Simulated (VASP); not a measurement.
Set up this calculation in VASP 6.6.1, as the native input.

```yaml
Task: relaxation of cell and atoms
Functional: MS2
Potentials_or_basis: VASP PAW PBE potentials, release 64 (Al_GW, O_GW)
Cutoff: 690 eV
k_mesh: 6 × 6 × 6
Occupations: gaussian, width 0.03 eV
Spin: no spin polarisation
Tolerance_level: standard
Purpose: choice of potentials
Passes: 2
Further_INCAR_settings: ALGO = Normal; EDIFF = 1e-07
```

The system is Al2O3.

```
CELL_PARAMETERS angstrom
2.38025 1.37424 4.33187
-2.38025 1.37424 4.33187
0.00000 -2.74848 4.33187
ATOMIC_POSITIONS crystal
Al 0.85216 0.85216 0.85216
Al 0.64784 0.64784 0.64784
Al 0.14784 0.14784 0.14784
Al 0.35216 0.35216 0.35216
O 0.05668 0.75000 0.44332
O 0.75000 0.44332 0.05668
O 0.44332 0.05668 0.75000
O 0.94332 0.25000 0.55668
O 0.25000 0.55668 0.94332
O 0.55668 0.94332 0.25000
```

These files were run (other wordings do the same):

POSCAR

```
Al2O3
1.0
    2.3802500000      1.3742379782      4.3318666667
   -2.3802500000      1.3742379782      4.3318666667
    0.0000000000     -2.7484759565      4.3318666667
Al O
4 6
Direct
    0.8521600000      0.8521600000      0.8521600000
    0.6478400000      0.6478400000      0.6478400000
    0.1478400000      0.1478400000      0.1478400000
    0.3521600000      0.3521600000      0.3521600000
    0.0566800000      0.7500000000      0.4433200000
    0.7500000000      0.4433200000      0.0566800000
    0.4433200000      0.0566800000      0.7500000000
    0.9433200000      0.2500000000      0.5566800000
    0.2500000000      0.5566800000      0.9433200000
    0.5566800000      0.9433200000      0.2500000000
```

INCAR.step1

```
SYSTEM = Al2O3
  METAGGA = MS2
  ISMEAR = 0
  SIGMA = 0.03
  LWAVE = .FALSE.
  LCHARG = .FALSE.
  NSW = 60
  PREC = Accurate
  LASPH = .TRUE.
  LREAL = .FALSE.
  ALGO = Normal
  EDIFF = 1E-7
  NELM = 120
  GGA_COMPAT = .FALSE.
  IBRION = 2
  ISIF = 3
  EDIFFG = -0.005
  NELMIN = 4
  ENCUT = 690
  EFERMI = MIDGAP
  LMIXTAU = .TRUE.
  KPAR = 8
```

INCAR.step3

```
SYSTEM = Al2O3
  METAGGA = MS2
  ISMEAR = 0
  SIGMA = 0.03
  LWAVE = .FALSE.
  LCHARG = .FALSE.
  PREC = Accurate
  LASPH = .TRUE.
  LREAL = .FALSE.
  ALGO = Normal
  EDIFF = 1E-7
  NELM = 120
  GGA_COMPAT = .FALSE.
  ISIF = 2
  ENCUT = 690
  EFERMI = MIDGAP
  LMIXTAU = .TRUE.
  KPAR = 8
```

KPOINTS

```
k-points
0
Gamma
  6 6 6
```

Potentials or basis: VASP PAW PBE potentials, release 64 (Al_GW, O_GW).

The run is started by

```sh
$ cat potpaw_PBE.64/Al_GW/POTCAR potpaw_PBE.64/O_GW/POTCAR > POTCAR
$ cp INCAR.step1 INCAR
$ cp POSCAR.step1 POSCAR
$ mpirun -np 8 vasp_std > vasp.out
$ cp CONTCAR POSCAR
$ mpirun -np 8 vasp_std > vasp.out
$ cp CONTCAR POSCAR
$ cp INCAR.step3 INCAR
$ mpirun -np 8 vasp_std > vasp.out
```

Results of the run:

```
Relaxed volume                        : 8.46 Å³/atom
Relaxed cell                          : a = 5.120 Å, b = 5.120 Å, c = 5.120 Å, α = 55.33°, β = 55.33°, γ = 55.33°
Space group after relaxing (to 0.1 Å) : R-3c (No. 167)
Energy gained by relaxing             : 0.2 meV/atom
Ionic steps                           : 7
Pressure after relaxing               : 0.0 GPa
Largest force after relaxing          : 0.004 eV/Å
Band gap on the k mesh                : 6.75 eV
```

Caveat: the PAW data sets were made with another functional, which shifts forces and pressure a little.

Wall time 25 min on 8 MPI ranks on AMD EPYC 7R43 64-Core Processor (Zen 3), with other jobs on the host, peak memory 0.4 GiB a rank.
